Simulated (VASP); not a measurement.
A run of VASP 6.6.1 is set up as follows.

The input INCAR:

```
SYSTEM = HfSi3O8
PREC = Accurate
ENCUT = 600
EDIFF = 1E-7
ISMEAR = 0
SIGMA = 0.1
LREAL = .FALSE.
LASPH = .TRUE.
NELM = 120
ALGO = Normal
ISIF = 3
LWAVE = .FALSE.
LCHARG = .FALSE.
GGA = PE
IBRION = 2
NSW = 80
EDIFFG = -0.025
GGA_COMPAT = .FALSE.
NELMIN = 4
```

File KPOINTS:

```
regular mesh
0
G
  4 4 2
  0 0 0
```

Contents of POSCAR:

```
HfSi3O8
1.0
    5.4995446556     -0.0103912935      0.0051825032
   -0.0103912935      5.6427266131     -0.0491909780
    0.0075233664     -0.0714098451      7.8834192989
Hf Si O
1 3 8
Direct
    0.0105173843     -0.0133990247      0.5056339963
    0.5040195019     -0.0025965529      0.7838399619
    0.9974683307      0.4980810102      0.2093764795
    0.4936775372      0.5139733790     -0.0025244326
    0.7391530253     -0.0006657560      0.6529779278
    0.2535268771      0.5058380303      0.1020890307
    0.2632666450     -0.0016397022      0.6465769215
    0.7426503184      0.4979433282      0.1040247183
   -0.0042073643      0.2710260496      0.3496047503
    0.5099491520      0.7397337993      0.8906919879
   -0.0028753816      0.7365050303      0.3469435809
    0.4928539741      0.2552004088      0.9107650773
```

Potentials or basis: VASP PAW PBE potentials, release 64 (Hf_pv, Si, O).

Launch:

```console
$ cat potpaw_PBE.64/Hf_pv/POTCAR potpaw_PBE.64/Si/POTCAR potpaw_PBE.64/O/POTCAR > POTCAR
$ mpirun -np 1 vasp_std > vasp.out
```

Q: Predict the space group after relaxing (to 0.1 Å).

A: C2 (No. 5).

Q: Estimate the band gap on the k mesh.

A: 4.68 eV (least direct gap 4.72 eV).

Q: What does it give for the relaxed volume?

A: 20.07 Å³/atom.

Forces on the atoms (eV/Å):
```
Hf   0.000 -0.016 -0.012
Si  -0.005 -0.003 -0.007
Si   0.007  0.002  0.012
Si  -0.011  0.013  0.004
O    0.001 -0.007  0.014
O    0.017  0.012 -0.010
O    0.007 -0.009 -0.011
O   -0.008  0.016 -0.006
O    0.017  0.002  0.010
O   -0.007  0.003  0.010
O   -0.006 -0.008  0.001
O   -0.011 -0.005 -0.006
```

Caveat: spin-orbit coupling is left out, which moves the levels of the heavy elements. A k mesh can miss the band edges.
